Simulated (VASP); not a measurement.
Here is a VASP 6.6.1 calculation.

File POSCAR:

```
Y
1.0
    4.7109923454      0.0000000000      0.0000000000
   -2.3554961728      4.0798390482      0.0000000000
    0.0000000000      0.0000000000      5.3447785157
Y
3
Direct
    0.2254000000      0.0000000000      0.3333333333
    0.0000000000      0.2254000000      0.6666666667
    0.7746000000      0.7746000000      0.0000000000
```

INCAR.step1

```
PREC     = Accurate       # precision mode
ENCUT    = 520            # plane-wave cutoff, eV
ISMEAR   = 0              # smearing method
SIGMA    = 0.1            # smearing width, eV
LREAL    = False          # projectors in reciprocal space
LASPH    = True           # aspherical terms in the spheres
NELM     = 100            # most SCF steps
NBANDS   = 24             # bands
GGA      = PE             # functional
ALGO     = Normal         # electronic algorithm
EDIFF    = 1E-4           # SCF threshold, eV
LWAVE    = True           # write WAVECAR
LCHARG   = False          # write CHGCAR
```

INCAR.step2

```
PREC     = Accurate       # precision mode
ENCUT    = 520            # plane-wave cutoff, eV
EDIFF    = 1E-6           # SCF threshold, eV
ISMEAR   = 0              # smearing method
SIGMA    = 0.1            # smearing width, eV
LREAL    = False          # projectors in reciprocal space
LASPH    = True           # aspherical terms in the spheres
NELM     = 100            # most SCF steps
ALGO     = Normal         # electronic algorithm
ISIF     = 2              # what is computed and relaxed
LWAVE    = False          # write WAVECAR
LCHARG   = False          # write CHGCAR
METAGGA  = R2SCAN         # meta-GGA
LMIXTAU  = True         
NBANDS   = 24             # bands
ISTART   = 1
```

The input KPOINTS:

```
Automatic mesh
0
Gamma
  6 6 4
```

Potentials or basis: VASP PAW PBE potentials, release 64 (Y_sv).

The run is started by

```bash
$ cat potpaw_PBE.64/Y_sv/POTCAR > POTCAR
$ cp INCAR.step1 INCAR
$ mpirun -np 1 vasp_std > vasp.out
$ cp INCAR.step2 INCAR
$ mpirun -np 1 vasp_std > vasp.out
```

(1) Predict the pressure.

(2) Estimate the largest force.

Answers

(1) 0.4 GPa.

(2) 2.870 eV/Å.

Caveat: the PAW data sets were made with another functional, which shifts forces and pressure a little.
